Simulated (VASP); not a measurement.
A run of VASP 6.6.1:

POSCAR

```
Au
1.0
    0.0000000000      2.0750000000      2.0750000000
    2.0750000000      0.0000000000      2.0750000000
    2.0750000000      2.0750000000      0.0000000000
Au
1
Direct
    0.0000000000      0.0000000000      0.0000000000
```

File INCAR.step1:

```
PREC = Accurate ; ENCUT = 400
EDIFF = 1E-5 ; ISMEAR = -1
SIGMA = 0.5 ; LREAL = F
LASPH = T ; NELM = 200
ALGO = Normal ; ISIF = 2
LWAVE = T ; ISPIN = 2
MAGMOM = 0 ; LORBIT = 11
LMAXMIX = 4 ; GGA = PE
NBANDS = 16 ; GGA_COMPAT = F
```

INCAR.step2

```
PREC = Accurate ; ENCUT = 400
EDIFF = 1E-6 ; ISMEAR = -1
SIGMA = 0.5 ; LREAL = F
LASPH = T ; NELM = 200
ALGO = Normal ; ISIF = 2
LWAVE = F ; LCHARG = T
ISPIN = 2 ; MAGMOM = 0
LORBIT = 11 ; LMAXMIX = 4
GGA = PE ; LHFCALC = T
AEXX = 0.25 ; PRECFOCK = Normal
LELF = T ; LVHAR = T
ISTART = 1 ; NBANDS = 16
GGA_COMPAT = F
```

The input KPOINTS:

```
Automatic mesh
0
Gamma
  2 2 2
```

Potentials or basis: VASP PAW PBE potentials, release 64 (Au).

Run with:

```sh
$ cat potpaw_PBE.64/Au/POTCAR > POTCAR
$ cp INCAR.step1 INCAR
$ mpirun -np 1 vasp_std > vasp.out
$ cp INCAR.step2 INCAR
$ mpirun -np 1 vasp_std > vasp.out
```

Hardware: 1 thread of Intel Xeon 6975P-C (shared host).

How long does it take, and how much memory?

Run time: 18 s on 1 thread of Intel Xeon 6975P-C, on a shared host, peak memory 0.14 GiB. Counts: k points 3.
